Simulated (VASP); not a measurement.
A run of VASP 6.6.1 is set up as follows.

Contents of INCAR:

```
  PREC = Accurate
  ENCUT = 520
  EDIFF = 1E-7
  ISMEAR = 0
  SIGMA = 0.01
  LREAL = F
  LASPH = T
  NELM = 60
  ALGO = Normal
  ISIF = 2
  LWAVE = F
  LCHARG = F
  NBANDS = 31
```

Contents of KPOINTS:

```
regular mesh
0
Gamma
  8 8 8
```

POSCAR

```
Si7Ge
1.0
    5.4247678457      0.0000000000      0.0000000000
    0.0000000000      5.4247678457      0.0000000000
    0.0000000000      0.0000000000      5.4247678457
Si Ge
7 1
Direct
    0.2524410887      0.2524410887      0.2524410887
    0.0000000000      0.5000000000      0.5000000000
    0.5000000000      0.5000000000      0.0000000000
    0.5000000000      0.0000000000      0.5000000000
    0.7475589113      0.2524410887      0.7475589113
    0.7475589113      0.7475589113      0.2524410887
    0.2524410887      0.7475589113      0.7475589113
    0.0000000000      0.0000000000      0.0000000000
```

Potentials or basis: VASP PAW LDA potentials, release 64 (Si, Ge_d).

The run is started by

```bash
$ cat potpaw_LDA.64/Si/POTCAR potpaw_LDA.64/Ge_d/POTCAR > POTCAR
$ mpirun -np 1 vasp_std > vasp.out
```

Question: Predict the pressure.

Answer: 0.1 GPa.

Question: Predict the band gap on the k mesh.

Answer: 0.26 eV.

A k mesh can miss the band edges.
